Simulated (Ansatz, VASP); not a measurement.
## One calculation of TiSi2, two programs

INCAR

```
SYSTEM = TiSi2
ALGO = Normal
EDIFF = 1E-6
ENCUT = 520
ISIF = 2
ISMEAR = -1
LASPH = .TRUE.
LCHARG = .TRUE.
LDAU = .TRUE.
LDAUJ = 0 0
LDAUL = 2 -1
LDAUPRINT = 1
LDAUTYPE = 2
LDAUU = 1 0
LELF = .TRUE.
LMAXMIX = 4
LREAL = .FALSE.
LVHAR = .TRUE.
LWAVE = .FALSE.
NBANDS = 17
NELM = 150
PREC = Accurate
SIGMA = 0.05
```

KPOINTS

```
k-points
0
G
  7 7 10
  0 0 0
```

File POSCAR:

```
TiSi2
1.0
    4.3746400000      0.0000000000      0.0000000000
   -2.1873200000      3.7885500000      0.0000000000
    0.0000000000      0.0000000000      2.5610100000
Ti Si
1 2
Direct
    0.0000000000      0.0000000000      0.0000000000
    0.3333300000      0.6666700000      0.5000000000
    0.6666700000      0.3333300000      0.5000000000
```

The input input.yaml:

```yaml
crystal:
  lattice:
    - [4.37464, 0.0, 0.0]
    - [-2.18732, 3.78855, 0.0]
    - [0.0, 0.0, 2.56101]
  atoms:
    - { symbol: Ti, position: [0.0, 0.0, 0.0] }
    - { symbol: Si, position: [0.33333, 0.66667, 0.5] }
    - { symbol: Si, position: [0.66667, 0.33333, 0.5] }
hamiltonian:
  xc: lda
  pseudopotentials: { kind: paw }
  hubbard: { sites: [{ species: Ti, l: d, u_eff: 1.0 }] }
kpoints:
  mp_grid: { grid: [7, 7, 10] }
scf:
  occupations: { method: fermi_dirac, width: 0.05 }
  n_extra_bands: 7
output:
  forces: true
  stress: true
  eigenvalues: true
  dos: { projected: true, de: 0.05, nscf_kmesh: { grid: [11, 11, 15] } }
```

Alike in both runs: functional LDA; k mesh 7 × 7 × 10; occupations fermi-dirac, width 0.05 eV; no spin polarisation; Hubbard terms Ti d U = 1.0 eV.

```csv
,VASP,Ansatz
version,VASP 6.6.1,Ansatz 0.2.0
potentials or method,"VASP PAW LDA potentials, release 64 (Ti_sv, Si)",Ansatz PAW
plane-wave cutoff (eV),520,420
valence electrons in the cell,20,20
task,single point,projected density of states
```

Ansatz gave:

- gap on the k mesh at the Fermi level (eV): none
- pressure (GPa): -6.3
- traceless stress, the component that is largest in VASP (GPa): -1.40

Problem. Which values does VASP return?

Solution. gap on the k mesh at the Fermi level (eV): none; pressure (GPa): -5.9; traceless stress, the component that is largest in VASP (GPa): -1.07.

LDA's correlation is that of Perdew and Zunger in VASP and of Perdew and Wang (1992) in Ansatz. The programs project onto different local orbitals, so the same U acts differently, and such runs can settle in different states. A gap of «none» marks a metal or a gap that the smearing closes.
